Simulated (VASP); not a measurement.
A run of VASP 6.6.1 is set up as follows.

The input INCAR:

```
SYSTEM = BAs
PREC = Accurate
ENCUT = 500
EDIFF = 1E-6
ISMEAR = 0
SIGMA = 0.01
LREAL = .False.
LASPH = .True.
NELM = 120
ALGO = Normal
ISIF = 2
LWAVE = .False.
LCHARG = .False.
NBANDS = 11
GGA_COMPAT = .False.
```

Contents of KPOINTS:

```
regular mesh
0
Gamma
  6 6 6
  0 0 0
```

The input POSCAR:

```
BAs
1.0
    0.0000000000      2.3663118535      2.3663118535
    2.3663118535      0.0000000000      2.3663118535
    2.3663118535      2.3663118535      0.0000000000
B As
1 1
Direct
    0.0000000000      0.0000000000      0.0000000000
    0.2500000000      0.2500000000      0.2500000000
```

Potentials or basis: VASP PAW LDA potentials, release 64 (B, As).

Launch:

```bash
$ cat potpaw_LDA.64/B/POTCAR potpaw_LDA.64/As/POTCAR > POTCAR
$ mpirun -np 1 vasp_std > vasp.out
```

(1) What does it give for the band gap on the k mesh?

(2) Estimate the pressure.

Results:

(1) 1.20 eV (least direct gap 3.28 eV).

(2) 1.0 GPa.
